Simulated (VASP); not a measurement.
# FeSi16 (a cell with a defect) in VASP: a series of runs, part 2 of 2

VASP 6.6.1.

### Step 4. Single point, PBEsol, collinear spin, ferromagnetic start

The input, INCAR:

```
PREC = Accurate
ENCUT = 520
EDIFF = 1E-6
ISMEAR = 0
SIGMA = 0.02
LREAL = F
LASPH = T
NELM = 200
ALGO = Normal
ISIF = 2
LWAVE = F
LCHARG = F
ISPIN = 2
MAGMOM = 0 0 0 0 0 0 0 0 0 0 0 0 0 0 0 0 1.6
LORBIT = 11
LMAXMIX = 4
GGA = PS
NBANDS = 54
GGA_COMPAT = F
```

The input, KPOINTS:

```
Automatic mesh
0
Gamma
  1 1 1
```

The input, POSCAR:

```
FeSi16
1.0
    0.0000000000      5.4300000000      5.4300000000
    5.4300000000      0.0000000000      5.4300000000
    5.4300000000      5.4300000000      0.0000000000
Si Fe
16 1
Direct
   -0.0515918969     -0.0230609576     -0.0227685083
    0.0837612339      0.1093120626      0.1090466851
   -0.0203285451      0.0064839779      0.4881237569
    0.1727943831      0.1096522099      0.5924279006
   -0.0204403315      0.4880780847      0.0067839779
    0.1729801105      0.5923738490      0.1095738490
    0.0477899632      0.4795805709      0.4794713628
    0.1272991713      0.6296982505      0.6300525783
    0.4321490792      0.0328768877      0.0331671271
    0.5504976059      0.1684808471      0.1681810313
    0.5300149171     -0.0110138122      0.5243523020
    0.6163176796      0.1362163904      0.6623930018
    0.5301989871      0.5246767035     -0.0111126151
    0.6163152855      0.6623344383      0.1367057090
    0.5099521179      0.5169000000      0.5174322284
    0.6787969613      0.6152507366      0.6150420810
    1.1819626151      0.2398381215      0.2399163904
```

Potentials or basis: VASP PAW PBE potentials, release 64 (Si, Fe).

Launch:

```console
> cat potpaw_PBE.64/Si/POTCAR potpaw_PBE.64/Fe/POTCAR > POTCAR
> mpirun -np 1 vasp_gam > vasp.out
```

OUTCAR:

```text
PREC = Accurate
   ENCUT = 520
   EDIFF = 1E-6
   ISMEAR = 0
   LREAL = F
   LASPH = T
   NELM = 200
   ISIF = 2
   ISPIN = 2
   LORBIT = 11
   GGA = PS

 ion  position               nearest neighbor table
   1  0.948  0.977  0.977-   2 2.51   6 2.53   4 2.53  10 2.61
   2  0.084  0.109  0.109-   9 2.25  17 2.26   5 2.39   3 2.40   1 2.51
   3  0.980  0.006  0.488-  12 2.32   8 2.38  17 2.38   2 2.40   4 2.54
   4  0.173  0.110  0.592-  11 2.27   7 2.32  17 2.35   1 2.53   3 2.54  10 3.10
   5  0.980  0.488  0.007-  14 2.32   8 2.38  17 2.38   2 2.39   6 2.54
   6  0.173  0.592  0.110-  13 2.27   7 2.32  17 2.35   1 2.53   5 2.54  10 3.10
   7  0.048  0.480  0.479-  16 2.32   6 2.32   4 2.32   8 2.40  17 2.73
   8  0.127  0.630  0.630-   5 2.38   3 2.38   7 2.40  15 2.41
   9  0.432  0.033  0.033-   2 2.25  17 2.27  14 2.36  12 2.36  10 2.44
  10  0.550  0.168  0.168-  11 2.33  13 2.33  17 2.41   9 2.44   1 2.61   6 3.10   4 3.10
  11  0.530  0.989  0.524-   4 2.27  10 2.33  12 2.34  16 2.35
  12  0.616  0.136  0.662-   3 2.32  11 2.34   9 2.36  15 2.39
  13  0.530  0.525  0.989-   6 2.27  10 2.33  14 2.34  16 2.36
  14  0.616  0.662  0.137-   5 2.32  13 2.34   9 2.36  15 2.39
  15  0.510  0.517  0.517-  16 2.31  12 2.39  14 2.39   8 2.41
  16  0.679  0.615  0.615-  15 2.31   7 2.32  11 2.35  13 2.36
  17  0.182  0.240  0.240-   2 2.26   9 2.27   4 2.35   6 2.35   5 2.38   3 2.38  10 2.41   7 2.73

  LATTYP: Found a face centered cubic cell.
 ALAT       =    10.8600000000

  Lattice vectors:

 A1 = (   0.0000000000,   5.4300000000,   5.4300000000)
 A2 = (   5.4300000000,   0.0000000000,   5.4300000000)
 A3 = (   5.4300000000,   5.4300000000,   0.0000000000)

Analysis of symmetry for initial positions (statically):
=====================================================================
 Subroutine PRICEL returns:
 Original cell was already a primitive cell.

 Routine SETGRP: Setting up the symmetry group for a
 face centered cubic supercell.

 Subroutine GETGRP returns: Found  1 space group operations
 (whereof  1 operations were pure point group operations)
 out of a pool of 48 trial point group operations.

The static configuration has the point symmetry C_1 .

Analysis of symmetry for dynamics (positions and initial velocities):
=====================================================================
 Subroutine PRICEL returns:
 Original cell was already a primitive cell.

 Routine SETGRP: Setting up the symmetry group for a
 face centered cubic supercell.

 Subroutine GETGRP returns: Found  1 space group operations
 (whereof  1 operations were pure point group operations)
 out of a pool of 48 trial point group operations.

The dynamic configuration has the point symmetry C_1 .

Analysis of structural, dynamic, and magnetic symmetry:
=====================================================================
 Subroutine PRICEL returns:
 Original cell was already a primitive cell.

 Routine SETGRP: Setting up the symmetry group for a
 face centered cubic supercell.

 Subroutine GETGRP returns: Found  1 space group operations
 (whereof  1 operations were pure point group operations)
 out of a pool of 48 trial point group operations.

The overall configuration has the point symmetry C_1 .

 Subroutine INISYM returns: Found  1 space group operations
 (whereof  1 operations are pure point group operations),
 and found     1 'primitive' translations

[... 117 lines left out ...]
   IALGO  =     38    algorithm
   IMIX   =      4    mixing-type and parameters
     AMIX     =   0.40;   BMIX     =  1.00
     AMIX_MAG =   1.60;   BMIX_MAG =  1.00
  volume/ion in A,a.u.               =      18.84       127.11
  Fermi-wavevector in a.u.,A,eV,Ry     =   0.995503  1.881228 13.483726  0.991026
  Thomas-Fermi vector in A             =   2.127527
   LORBIT       =     11    0 simple, 1 ext, 2 COOP (PROOUT), +10 PAW based schemes
   GGA     = PS    functional components
   LHFCALC =     F    Hartree Fock is set to
   AEXX    =    0.0000 exact exchange contribution
   IVDW    =     0    specifies the selected vdW correction
   LEPSILON=     F    determine dielectric tensor
   LRPA    =     F    only Hartree local field effects (RPA)
 spin polarized calculation
 Gauss-broadening in eV      SIGMA  =   0.02
  energy-cutoff  :      520.00
  volume of cell :      320.21
 maximum number of plane-waves:      4305
 NGX is ok and might be reduce to    60
   NGX = 29   NGY = 29   NGZ = 29

 number of electron      71.9999999 magnetization       1.0737863

 number of electron      71.9999999 magnetization      -2.0014128

 Free energy of the ion-electron system (eV)
  ---------------------------------------------------
  ext. energy  EPLUGINS =         0.00000000
  ---------------------------------------------------
  free energy    TOTEN  =       -83.16016093 eV

  energy without entropy =      -83.16016093  energy(sigma->0) =      -83.16016093

 E-fermi :   6.2380     XC(G=0):  -9.8130

 val. band max:        6.1346616000   @ k =   0.0000   0.0000   0.0000
 cond. band min:       6.4024001626   @ k =   0.0000   0.0000   0.0000
 fundamental gap:      0.2677385626
 Fermi energy:         6.2379673549

 spin component 1

 k-point     1 :       0.0000    0.0000    0.0000
  band No.  band energies     occupation
      1      -5.9519      1.00000
      2      -3.7851      1.00000
      3      -3.4918      1.00000
      4      -3.3917      1.00000
      5      -3.3397      1.00000
      6      -2.0287      1.00000
[... 40 lines left out ...]
     47       8.1026      0.00000
     48       8.3127      0.00000
 Fermi energy:         6.2379673549

 spin component 2

 k-point     1 :       0.0000    0.0000    0.0000
  band No.  band energies     occupation
      1      -6.0605      1.00000
      2      -3.8987      1.00000
      3      -3.5744      1.00000
      4      -3.5235      1.00000
      5      -3.4516      1.00000
      6      -2.1442      1.00000
[... 40 lines left out ...]
     47       7.9591      0.00000
     48       8.1875      0.00000
 [bands above 48 left out]

------------------------ aborting loop because EDIFF is reached ----------------------------------------

  FORCE on cell =-STRESS in cart. coord.  units (eV):
  Direction    XX          YY          ZZ          XY          YZ          ZX
  --------------------------------------------------------------------------------------
  -------------------------------------------------------------------------------------
  Total        4.7108744      6.8331570      6.7948429     -0.2586163      6.5044300     -0.2060490
  in kB       23.5712507     34.1902674     33.9985598     -1.2940080     32.5454548     -1.0309834
  external PRESSURE =      30.5866926 kB  Pullay stress =       0.0000000 kB

 VOLUME and BASIS-vectors are now :
 -----------------------------------------------------------------------------
  energy-cutoff  :      520.00
  volume of cell :      320.21
      direct lattice vectors                 reciprocal lattice vectors
     0.000000000  5.430000000  5.430000000    -0.092081031  0.092081031  0.092081031
     5.430000000  0.000000000  5.430000000     0.092081031 -0.092081031  0.092081031
     5.430000000  5.430000000  0.000000000     0.092081031  0.092081031 -0.092081031

 POSITION                                       TOTAL-FORCE (eV/Angst)
 -----------------------------------------------------------------------------------
     10.61115     10.45622     10.45464        -0.435464     -0.040142     -0.041525
      1.18569      1.04695      1.04839         0.157808     -1.035359     -1.034642
      2.68572      7.97013      5.35482         0.040715     -0.018535      0.010921
      3.81230      4.15516      1.53368        -0.181660     -0.141402     -0.319048
      2.68710      5.35585      7.96927         0.041732      0.007917     -0.020856
      3.81158      1.53427      4.15587        -0.183096     -0.319907     -0.138463
[... 9 lines left out ...]
      6.68049      7.02555      7.02668         0.114216      0.084043      0.083748
      2.60507      2.29080      2.29038         0.889584     -0.044449     -0.044139
 -----------------------------------------------------------------------------------
    total drift:                                0.000609      0.000092      0.000086

  FREE ENERGIE OF THE ION-ELECTRON SYSTEM (eV)
  ---------------------------------------------------
  free  energy   TOTEN  =       -83.1601609306 eV

  energy  without entropy=      -83.1601609306  energy(sigma->0) =      -83.16016093

 total charge

# of ion       s       p       d       tot
------------------------------------------
    1        0.793   0.794   0.000   1.587
    2        0.694   1.000   0.000   1.694
    3        0.701   0.946   0.000   1.646
    4        0.708   0.958   0.000   1.666
    5        0.700   0.946   0.000   1.646
    6        0.708   0.957   0.000   1.665
[... 9 lines left out ...]
   16        0.678   1.027   0.000   1.705
   17        0.496   0.615   6.540   7.651
--------------------------------------------------
tot         11.686  16.180   6.540  34.406

 magnetization (x)

# of ion       s       p       d       tot
------------------------------------------
    1       -0.022  -0.046   0.000  -0.068
    2       -0.004  -0.073   0.000  -0.077
    3       -0.014  -0.030   0.000  -0.044
    4       -0.002  -0.050   0.000  -0.053
    5       -0.014  -0.029   0.000  -0.044
    6       -0.002  -0.050   0.000  -0.052
[... 9 lines left out ...]
   16        0.001  -0.022   0.000  -0.021
   17       -0.046  -0.006  -0.296  -0.347
--------------------------------------------------
tot         -0.127  -0.549  -0.296  -0.972
```

Wall time 3.3 min (1 thread of Intel Xeon 8259CL, shared host); peak memory 0.6 GiB.

What came out:

```
Free energy                                           : -83.1602 eV
Pressure                                              : 3.1 GPa
Largest force                                         : 1.472 eV/Å
Net moment                                            : -2.00 μB per cell
Site moments                                          : Si -0.07, -0.08, -0.04, -0.05, -0.01, -0.03, -0.02 (each value once); Fe -0.35 μB
Valence electrons inside the program's atomic spheres : Si 1.59, 1.69, 1.65, 1.67, 1.68, 1.66, 1.63, 1.71, 1.70 (each value once); Fe 7.65
```

Forces in eV/Å, atoms in the order of the input:
```
Si  -0.435 -0.040 -0.042
Si   0.158 -1.035 -1.035
Si   0.041 -0.019  0.011
Si  -0.182 -0.141 -0.319
Si   0.042  0.008 -0.021
Si  -0.183 -0.320 -0.138
Si   0.114 -0.003 -0.006
Si   0.063  0.182  0.189
Si  -1.231  0.335  0.335
Si   0.460  0.120  0.125
Si   0.011  0.584  0.420
Si  -0.043 -0.114 -0.032
Si   0.012  0.418  0.575
Si  -0.044 -0.030 -0.115
Si   0.214  0.016  0.013
Si   0.114  0.084  0.084
Fe   0.890 -0.044 -0.044
```

Stress tensor (GPa, compression positive):
```
 2.36 -0.13 -0.10
-0.13  3.42  3.25
-0.10  3.25  3.40
```

Levels at points of the mesh, in eV from the Fermi level:
Spin up:
```csv
k point,band 32,band 33,band 34,band 35,band 36,band 37,band 38,band 39
"(0.00, 0.00, 0.00)",-0.70,-0.62,-0.58,-0.23,0.16,0.26,0.37,0.61
```
Spin down:
```
           k point  band 34  band 35  band 36  band 37  band 38  band 39  band 40  band 41
(0.00, 0.00, 0.00)    -0.72    -0.32    -0.11    -0.10     0.25     0.49     0.73     0.87
```

Caveat: the k points lie up to 1.00 Å⁻¹ apart, too coarse for converged energies, forces and pressures; the PAW data sets were made with another functional, which shifts forces and pressure a little.
